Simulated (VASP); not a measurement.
Set up this calculation in VASP 6.6.1, as the native input.

```
Task                   : single point
Functional             : PBE
Potentials or basis    : VASP PAW PBE potentials, release 64 (Al, O_h)
Cutoff                 : 1000 eV
k mesh                 : 9 × 9 × 1
Occupations            : gaussian, width 0.1 eV
Spin                   : no spin polarisation
Dipole correction      : yes
Further INCAR settings : ALGO = Normal; EDIFF = 1e-06; NBANDS = 16; NELMDL = -8
```

The structure of Al3O lies in POSCAR:

```
Al3O
1.0
    2.8571514048      0.0000000000      0.0000000000
   -1.4285757024      2.4743656990      0.0000000000
    0.0000000000      0.0000000000     20.1016425027
Al O
3 1
Direct
    0.6666666667      0.3333333333      0.1989887145
    0.3333333333      0.6666666667      0.3134533097
    0.0000000000      0.0000000000      0.4279074459
    0.0000000000      0.0000000000      0.5116715752
```

One way to write it, as run:

INCAR

```
ALGO = Normal
DIPOL = 0.5 0.5 0.363
EDIFF = 1E-6
ENCUT = 1000
GGA = PE
GGA_COMPAT = False
IDIPOL = 3
ISIF = 2
ISMEAR = 0
LASPH = True
LCHARG = False
LDIPOL = True
LREAL = False
LWAVE = False
NBANDS = 16
NELM = 120
NELMDL = -8
PREC = Accurate
SIGMA = 0.1
```

KPOINTS

```
k-points
0
Gamma
  9 9 1
```

Potentials or basis: VASP PAW PBE potentials, release 64 (Al, O_h).

Run with:

```sh
$ cat potpaw_PBE.64/Al/POTCAR potpaw_PBE.64/O_h/POTCAR > POTCAR
$ mpirun -np 1 vasp_std > vasp.out
```

It gave:

```
Largest force          : 0.305 eV/Å
Band gap on the k mesh : zero (an odd number of electrons rules out a gap without spin polarisation)
```

Wall time 3.5 min on 1 thread of AMD EPYC 7R43 64-Core Processor (Zen 3) (shared host), peak memory 0.4 GiB.
